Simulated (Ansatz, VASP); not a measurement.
Two plane-wave programs on Si2W

```
Si W
1.0
    -1.61450    1.61450    3.93341
     1.61450   -1.61450    3.93341
     1.61450    1.61450   -3.93341
Si W
2 1
Direct
  0.33457 0.31909 0.98452
  0.66543 0.64994 0.98452
  0.00000 0.00000 0.00000
```

Change from the starting cell: all Si atoms moved -0.050 Å, as atom 1 along Cartesian [1 0 0].

Alike in both runs: task single point; functional PBE; k mesh 20 × 20 × 20; occupations gaussian, width 0.15 eV; no spin polarisation.

```csv
,VASP,Ansatz
version,VASP 6.6.1,Ansatz 0.2.0
potentials or method,"VASP PAW PBE potentials, release 64 (Si, W_sv), cutoff 520 eV","scalar-relativistic, plane waves, PAW"
valence electrons in the cell,22,22
```

|  | VASP | Ansatz | Ansatz less VASP |
| --- | --- | --- | --- |
| gap on the k mesh at the Fermi level (eV) | none | none | - |
| pressure (GPa) | 0.3 | 0.2 | -0.09 |
| traceless stress, the component that is largest in VASP (GPa) | 0.11 | 0.09 | -0.026 |
| rms of the force components (eV/Å) | 0.207 | 0.206 | -0.0004 |

Atom by atom the forces differ by 0.001 eV/Å (rms over components). A gap of «none» marks a metal or a gap that the smearing closes.

Spin-orbit coupling is off throughout.
